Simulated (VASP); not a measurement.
# HgF3 (Fm-3m) in VASP: settings compared, part 2 of 2

VASP 6.6.1. The steps go on from the part before.

**3. Single point, RPBE**

The input, INCAR:

```
SYSTEM = HgF3
ALGO     = Normal         ! electronic algorithm
EDIFF    = 1E-6           ! SCF threshold, eV
ENCUT    = 520            ! plane-wave cutoff, eV
GGA      = RP             ! functional
ISIF     = 2              ! what is computed and relaxed
ISMEAR   = 0              ! smearing method
LASPH    = .True.         ! aspherical terms in the spheres
LCHARG   = .False.        ! write CHGCAR
LREAL    = .False.        ! projectors in reciprocal space
LWAVE    = .False.        ! write WAVECAR
NBANDS   = 24             ! bands
NELM     = 80             ! most SCF steps
PREC     = Accurate       ! precision mode
SIGMA    = 0.1            ! smearing width, eV
```

The input, KPOINTS:

```
k-points
0
Gamma
  8 8 8
  0 0 0
```

The input, POSCAR:

```
HgF3
1.0
    0.0000000000      2.8631710000      2.8631710000
    2.8631710000      0.0000000000      2.8631710000
    2.8631710000      2.8631710000      0.0000000000
Hg F
1 3
Direct
    0.0000000000      0.0000000000      0.0000000000
    0.5000000000      0.5000000000      0.5000000000
    0.7500000000      0.7500000000      0.7500000000
    0.2500000000      0.2500000000      0.2500000000
```

Potentials or basis: VASP PAW PBE potentials, release 64 (Hg, F).

The run is started by

```
cat potpaw_PBE.64/Hg/POTCAR potpaw_PBE.64/F/POTCAR > POTCAR
mpirun -np 1 vasp_std > vasp.out
```

OUTCAR:

```text
SYSTEM = HgF3
   EDIFF = 1E-6
   ENCUT = 520
   GGA = RP
   ISIF = 2
   ISMEAR = 0
   LASPH = .True.
   LREAL = .False.
   NELM = 80
   PREC = Accurate

 ion  position               nearest neighbor table
   1  0.000  0.000  0.000-   3 2.48   4 2.48   3 2.48   3 2.48   3 2.48   4 2.48   4 2.48   4 2.48
                             2 2.86   2 2.86   2 2.86   2 2.86   2 2.86   2 2.86
   2  0.500  0.500  0.500-   1 2.86   1 2.86   1 2.86   1 2.86   1 2.86   1 2.86
   3  0.750  0.750  0.750-   1 2.48   1 2.48   1 2.48   1 2.48
   4  0.250  0.250  0.250-   1 2.48   1 2.48   1 2.48   1 2.48

  LATTYP: Found a face centered cubic cell.
 ALAT       =     5.7263420000

  Lattice vectors:

 A1 = (   0.0000000000,   2.8631710000,   2.8631710000)
 A2 = (   2.8631710000,   0.0000000000,   2.8631710000)
 A3 = (   2.8631710000,   2.8631710000,   0.0000000000)

Analysis of symmetry for initial positions (statically):
=====================================================================
 Subroutine PRICEL returns:
 Original cell was already a primitive cell.

 Routine SETGRP: Setting up the symmetry group for a
[... 171 lines left out ...]

 E-fermi :  -0.5326     XC(G=0): -10.7992

 val. band max:       -0.5421768060   @ k =   0.5000   0.2500   0.1250
 cond. band min:      -0.5238573945   @ k =   0.3750   0.2500   0.1250
 fundamental gap:      0.0183194115
 Fermi energy:        -0.5326236766

 k-point     1 :       0.0000    0.0000    0.0000
  band No.  band energies     occupation
      1     -21.9036      2.00000
      2     -20.8856      2.00000
      3     -19.9751      2.00000
      4      -5.5062      2.00000
      5      -5.5062      2.00000
      6      -5.5062      2.00000
[... 637 lines left out ...]
     23      19.2420      0.00000
     24      20.0319      0.00000

 [... further k-points ...]

------------------------ aborting loop because EDIFF is reached ----------------------------------------

  FORCE on cell =-STRESS in cart. coord.  units (eV):
  Direction    XX          YY          ZZ          XY          YZ          ZX
  --------------------------------------------------------------------------------------
  -------------------------------------------------------------------------------------
  Total        2.0683451      2.0683451      2.0683451      0.0000000      0.0000000     -0.0000000
  in kB       70.5930140     70.5930140     70.5930140      0.0000000      0.0000000     -0.0000000
  external PRESSURE =      70.5930140 kB  Pullay stress =       0.0000000 kB

 VOLUME and BASIS-vectors are now :
 -----------------------------------------------------------------------------
  energy-cutoff  :      520.00
  volume of cell :       46.94
      direct lattice vectors                 reciprocal lattice vectors
     0.000000000  2.863171000  2.863171000    -0.174631554  0.174631554  0.174631554
     2.863171000  0.000000000  2.863171000     0.174631554 -0.174631554  0.174631554
     2.863171000  2.863171000  0.000000000     0.174631554  0.174631554 -0.174631554

 POSITION                                       TOTAL-FORCE (eV/Angst)
 -----------------------------------------------------------------------------------
      0.00000      0.00000      0.00000        -0.000000     -0.000000      0.000000
      2.86317      2.86317      2.86317        -0.000000     -0.000000      0.000000
      4.29476      4.29476      4.29476         0.000000      0.000000     -0.000000
      1.43159      1.43159      1.43159        -0.000000     -0.000000      0.000000
 -----------------------------------------------------------------------------------
    total drift:                                0.000000     -0.000000      0.000000

  FREE ENERGIE OF THE ION-ELECTRON SYSTEM (eV)
  ---------------------------------------------------
  free  energy   TOTEN  =        -7.3056992379 eV

  energy  without entropy=       -7.2597040548  energy(sigma->0) =       -7.28270165
```

OSZICAR:

```text
N       E                     dE             d eps       ncg     rms          rms(c)
DAV:   1     0.255242971348E+03    0.25524E+03   -0.18702E+04  1392   0.137E+03
DAV:   2     0.152658861847E+00   -0.25509E+03   -0.23923E+03  1496   0.360E+02
DAV:   3    -0.103695407615E+02   -0.10522E+02   -0.10387E+02  1608   0.770E+01
DAV:   4    -0.104198705291E+02   -0.50330E-01   -0.50326E-01  1576   0.551E+00
DAV:   5    -0.104200562567E+02   -0.18573E-03   -0.18573E-03  1672   0.317E-01    0.122E+01
DAV:   6    -0.832806441927E+01    0.20920E+01   -0.19924E+01  1680   0.530E+01    0.164E+01
DAV:   7    -0.757740881562E+01    0.75066E+00   -0.34081E+00  1512   0.172E+01    0.745E+00
DAV:   8    -0.736857771695E+01    0.20883E+00   -0.71499E-01  1664   0.107E+01    0.506E+00
DAV:   9    -0.732393584209E+01    0.44642E-01   -0.39222E-01  1496   0.769E+00    0.116E+00
DAV:  10    -0.730726600561E+01    0.16670E-01   -0.75492E-02  1624   0.376E+00    0.518E-01
DAV:  11    -0.730574679404E+01    0.15192E-02   -0.10315E-02  1552   0.936E-01    0.165E-01
DAV:  12    -0.730571613964E+01    0.30654E-04   -0.73762E-04  1512   0.251E-01    0.607E-02
DAV:  13    -0.730574643118E+01   -0.30292E-04   -0.29017E-04  1544   0.210E-01    0.680E-02
DAV:  14    -0.730570045137E+01    0.45980E-04   -0.78382E-05  1728   0.811E-02    0.150E-02
DAV:  15    -0.730569921935E+01    0.12320E-05   -0.14348E-05  1496   0.471E-02    0.834E-03
DAV:  16    -0.730569923791E+01   -0.18561E-07   -0.13520E-06   992   0.118E-02
   1 F= -.73056992E+01 E0= -.72827016E+01  d E =-.459952E-01
```

Run time: 85 s. Hardware: 1 thread of AMD EPYC 7R13 (Zen 3), shared host; peak memory 0.15 GiB.

Results:

- Free energy: -7.3057 eV
- Pressure: 7.1 GPa

Levels at points of the mesh, in eV from the Fermi level:
```csv
k point,band 15,band 16,band 17,band 18,band 19,band 20
"(0.00, 0.00, 0.00)",-0.56,-0.56,-0.56,1.43,12.87,12.87
"(0.50, 0.00, 0.00)",-0.28,0.12,0.12,4.39,10.03,12.46
"(0.50, 0.50, 0.00)",-0.59,-0.15,-0.15,4.44,10.16,13.34
```

Caveat: the PAW data sets were made with another functional, which shifts forces and pressure a little; spin-orbit coupling is left out, which moves the levels of the heavy elements; an odd number of electrons without spin polarisation forces a metal; a magnetic or distorted state may lie lower.

**4. Single point, PBE**

This run uses another cell than the first one, of 11.03 Å³/atom, 0.940 times its volume.

The input, INCAR:

```
SYSTEM = HgF3
  PREC = Accurate
  ENCUT = 520
  EDIFF = 1E-6
  ISMEAR = -1
  SIGMA = 0.05
  LREAL = .False.
  LASPH = .True.
  NELM = 100
  ALGO = Normal
  ISIF = 2
  LWAVE = .False.
  LCHARG = .False.
  GGA = PE
  NBANDS = 24
```

The input, KPOINTS:

```
Automatic mesh
0
Gamma
  8 8 8
  0 0 0
```

The input, POSCAR:

```
HgF3
1.0
    0.0000000000      2.8047225385      2.8047225385
    2.8047225385      0.0000000000      2.8047225385
    2.8047225385      2.8047225385      0.0000000000
Hg F
1 3
Direct
    0.0000000000      0.0000000000      0.0000000000
    0.5000000000      0.5000000000      0.5000000000
    0.7500000000      0.7500000000      0.7500000000
    0.2500000000      0.2500000000      0.2500000000
```

The run is started by

```
cat potpaw_PBE.64/Hg/POTCAR potpaw_PBE.64/F/POTCAR > POTCAR
mpirun -np 1 vasp_std > vasp.out
```

It took 20 s on 1 thread of AMD EPYC 9R45 (Zen 5), shared host; peak memory 0.15 GiB.

Results (log left out):

```yaml
Free_energy: -8.5551 eV
Pressure: 8.5 GPa
```

Levels at points of the mesh, in eV from the Fermi level:
```csv
k point,band 15,band 16,band 17,band 18,band 19,band 20
"(0.00, 0.00, 0.00)",-0.50,-0.50,-0.50,1.51,13.10,13.10
"(0.50, 0.00, 0.00)",-0.33,0.15,0.15,4.67,10.23,12.63
"(0.50, 0.50, 0.00)",-0.63,-0.20,-0.20,4.67,10.36,13.69
```

Caveat: spin-orbit coupling is left out, which moves the levels of the heavy elements; an odd number of electrons without spin polarisation forces a metal; a magnetic or distorted state may lie lower.

**5. Overview**

```tsv
level	cell	smearing	gap on the mesh (eV)	pressure (GPa)
PBE	a = 4.049 Å, angles 60.0°, 4 atoms	gaussian 0.02 eV	none	1.4
RPBE	a = 4.049 Å, angles 60.0°, 4 atoms	gaussian 0.1 eV	none	7.1
PBE	a = 3.966 Å, angles 60.0°, 4 atoms	fermi-dirac 0.05 eV	none	8.5
```

Alike in all rows: task single point; potentials or basis VASP PAW PBE potentials, release 64 (Hg, F); no spin polarisation; k mesh 8 × 8 × 8; cutoff (eV) 520.

Caveats: spin-orbit coupling is left out, which moves the levels of the heavy elements; an odd number of electrons without spin polarisation forces a metal; a magnetic or distorted state may lie lower; the PAW data sets were made with another functional, which shifts forces and pressure a little (some runs).

Absolute energies hang on the potentials; compare differences alone.
